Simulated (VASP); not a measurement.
Wanted: the native input for a VASP 6.6.1 run.

```yaml
Task: single point
Functional: PBE
Potentials_or_basis: VASP PAW PBE potentials, release 64 (Al, Ga_d, N)
Cutoff: 520 eV
k_mesh: 6 × 6 × 4
Occupations: gaussian, width 0.1 eV
Spin: collinear spin, ferromagnetic start
Starting_moments: "[0.0, 0.0, 0.0, 0.0, 1.0, 1.0] μB"
Dipole_correction: no
Further_INCAR_settings: ALGO = Normal; EDIFF = 1e-06; NBANDS = 39
```

The structure of AlGa3N2 lies in POSCAR:

```
AlGa3N2
1.0
    5.0884680400      0.0000000000      0.0000000000
   -2.5442340200      4.4067425900      0.0000000000
    0.0000000000      0.0000000000      4.1396270800
Al Ga N
1 3 2
Direct
    0.0000000000      0.0000000000      0.0000000000
    0.5000000000      0.5000000000      0.5000000000
    0.5000000000      0.0000000000      0.5000000000
    0.0000000000      0.5000000000      0.5000000000
    0.6666666700      0.3333333300      0.0000000000
    0.3333333300      0.6666666700      0.0000000000
```

One way to write it, as run:

INCAR

```
PREC = Accurate
ENCUT = 520
EDIFF = 1E-6
ISMEAR = 0
SIGMA = 0.1
LREAL = False
LASPH = True
NELM = 150
ALGO = Normal
ISIF = 2
LWAVE = False
LCHARG = False
ISPIN = 2
MAGMOM = 0 0 0 0 1 1
LORBIT = 11
GGA = PE
NBANDS = 39
```

KPOINTS

```
regular mesh
0
Gamma
  6 6 4
```

Potentials or basis: VASP PAW PBE potentials, release 64 (Al, Ga_d, N).

Run with:

```sh
$ cat potpaw_PBE.64/Al/POTCAR potpaw_PBE.64/Ga_d/POTCAR potpaw_PBE.64/N/POTCAR > POTCAR
$ mpirun -np 1 vasp_std > vasp.out
```

Results of the run:

| Quantity | Value |
| --- | --- |
| Pressure | -4.8 GPa |
| Net moment | 1.19 μB per cell |
| Site moments | Al +0.04; Ga -0.01; N +0.43 μB |
| Valence electrons inside the program's atomic spheres | Al 0.68; Ga 11.56; N 3.42 |

Caveat: the k points lie up to 0.38 Å⁻¹ apart.

It took 3.7 min on 1 thread of Intel Xeon 8259CL, on a shared host, peak memory 0.32 GiB.
